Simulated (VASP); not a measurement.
BiTe, 2 atoms in the cell. Symmetry: Fm-3m, No. 225, cubic system. Conventional cell: a = 6.304 Å, b = 6.304 Å, c = 6.304 Å, α = 90.00°, β = 90.00°, γ = 90.00°. Within 4.1 Å of Bi (site symmetry m-3m) lie 6 Te at 3.15 Å. Within 4.1 Å of Te (site symmetry m-3m) lie 6 Bi at 3.15 Å. 

```yaml
Program: VASP 6.6.1
Task: single point
Functional: PBE
Potentials_or_basis: VASP PAW PBE potentials, release 64 (Bi_d, Te)
Cutoff: 520 eV
k_mesh: 6 × 6 × 6
Occupations: fermi-dirac, width 0.1 eV
Spin: no spin polarisation
Dipole_correction: no
Further_INCAR_settings: ALGO = Normal; EDIFF = 1e-06; NBANDS = 18
```

Potentials or basis: VASP PAW PBE potentials, release 64 (Bi_d, Te).

Launch:

```console
$ cat potpaw_PBE.64/Bi_d/POTCAR potpaw_PBE.64/Te/POTCAR > POTCAR
$ mpirun -np 1 vasp_std > vasp.out
```

Hardware: 1 thread of Intel Xeon 6975P-C, on a shared host.

Task: Estimate the wall time of this run.

Result: Wall time 16 s on 1 thread of Intel Xeon 6975P-C, on a shared host, peak memory 0.2 GiB. Counts: scf iterations 11, k points 16.
